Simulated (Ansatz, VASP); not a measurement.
# KMgF3 in VASP and in Ansatz

INCAR

```
PREC = Accurate
ENCUT = 600
EDIFF = 1E-6
ISMEAR = 0
SIGMA = 0.01
LREAL = False
LASPH = True
NELM = 120
ALGO = Normal
ISIF = 2
LWAVE = False
LCHARG = False
GGA = PE
NBANDS = 24
GGA_COMPAT = False
```

Contents of KPOINTS:

```
regular mesh
0
Gamma
  2 2 2
```

POSCAR

```
KMgF3
1.0
    3.9802355751      0.0000000000      0.0000000000
    0.0000000000      3.9802355751      0.0000000000
    0.0000000000      0.0000000000      3.9802355751
K Mg F
1 1 3
Direct
    0.5000000000      0.5000000000      0.5000000000
    0.0000000000      0.0000000000      0.0000000000
    0.5000000000      0.0000000000      0.0000000000
    0.0000000000      0.5000000000      0.0000000000
    0.0000000000      0.0000000000      0.5000000000
```

Input for Ansatz:

```yaml
crystal:
  lattice:
    - [3.9802355751, 0.0, 0.0]
    - [0.0, 3.9802355751, 0.0]
    - [0.0, 0.0, 3.9802355751]
  atoms:
    - { symbol: K, position: [0.5, 0.5, 0.5] }
    - { symbol: Mg, position: [0.0, 0.0, 0.0] }
    - { symbol: F, position: [0.5, 0.0, 0.0] }
    - { symbol: F, position: [0.0, 0.5, 0.0] }
    - { symbol: F, position: [0.0, 0.0, 0.5] }
kpoints:
  mp_grid: { grid: [2, 2, 2] }
hamiltonian:
  xc: pbe
scf:
  occupations: { method: fixed }
  n_extra_bands: 5
output:
  forces: true
  stress: true
  eigenvalues: true
```

Alike in both runs: task single point; functional PBE; k mesh 2 × 2 × 2; no spin polarisation.

```csv
,VASP,Ansatz
version,VASP 6.6.1,Ansatz 0.2.0
potentials or method,"VASP PAW PBE potentials, release 64 (K_sv, Mg, F)",plane waves
plane-wave cutoff (eV),600,420
occupations,"gaussian, width 0.01 eV",fixed
valence electrons in the cell,32,40
```

Ansatz gave:

- gap on the k mesh at the Fermi level (eV): 7.36
- pressure (GPa): 4.2

Task: Which values does VASP return?

Result: gap on the k mesh at the Fermi level (eV): 7.33; pressure (GPa): 3.7.

VASP's potentials hold 32 valence electrons a cell and Ansatz's 40, so a difference there can come from the potentials and not from the codes.

The k mesh is coarse, so the values compare programs but aren't converged.
